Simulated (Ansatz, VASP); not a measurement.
# S in VASP and in Ansatz

Contents of INCAR:

```
SYSTEM = S
ALGO = Normal
EDIFF = 1E-6
ENCUT = 520
GGA = PS
ISIF = 2
ISMEAR = 0
LASPH = .True.
LCHARG = .True.
LELF = .True.
LREAL = .False.
LVHAR = .True.
LWAVE = .False.
NBANDS = 9
NELM = 60
PREC = Accurate
SIGMA = 0.15
```

Contents of KPOINTS:

```
k-points
0
Gamma
  20 20 20
  0 0 0
```

POSCAR

```
S
1.0
    0.0000000000      1.9943503440      2.0142938474
    1.9943503440      0.0000000000      2.0142938474
    1.9943503440      1.9943503440      0.0000000000
S
1
Direct
    0.0000000000      0.0000000000      0.0000000000
```

Input for Ansatz:

```yaml
crystal:
  lattice:
    - [0.0, 1.994350344, 2.0142938474]
    - [1.994350344, 0.0, 2.0142938474]
    - [1.994350344, 1.994350344, 0.0]
  atoms:
    - { symbol: S, position: [0.0, 0.0, 0.0] }
basis:
  ecutwfc: 420
kpoints:
  mp_grid: { grid: [20, 20, 20] }
hamiltonian:
  xc: pbesol
scf:
  occupations: { method: gaussian, width: 0.15 }
output:
  forces: true
  stress: true
  eigenvalues: true
```

Change from the starting cell: strain +0.0100 x Voigt [0, 0, 1, 0, 0, 0], atoms carried along.

Alike in both runs: task single point; functional PBEsol; k mesh 20 × 20 × 20; occupations gaussian, width 0.15 eV; no spin polarisation.

```csv
,VASP,Ansatz
version,VASP 6.6.1,Ansatz 0.2.0
potentials or method,"VASP PAW PBE potentials, release 64 (S), cutoff 520 eV","scalar-relativistic, plane waves, PAW"
valence electrons in the cell,6,6
```

```csv
,VASP,Ansatz,Ansatz less VASP
gap on the k mesh at the Fermi level (eV),none,none,-
pressure (GPa),-5.9,-5.9,-0.03
"traceless stress, the component that is largest in VASP (GPa)",0.59,0.59,+0.003
```

VASP's potentials were made for PBE, not for PBEsol. A gap of «none» marks a metal or a gap that the smearing closes. With one functional, cell and mesh, what is left measures potentials, basis and numerics.
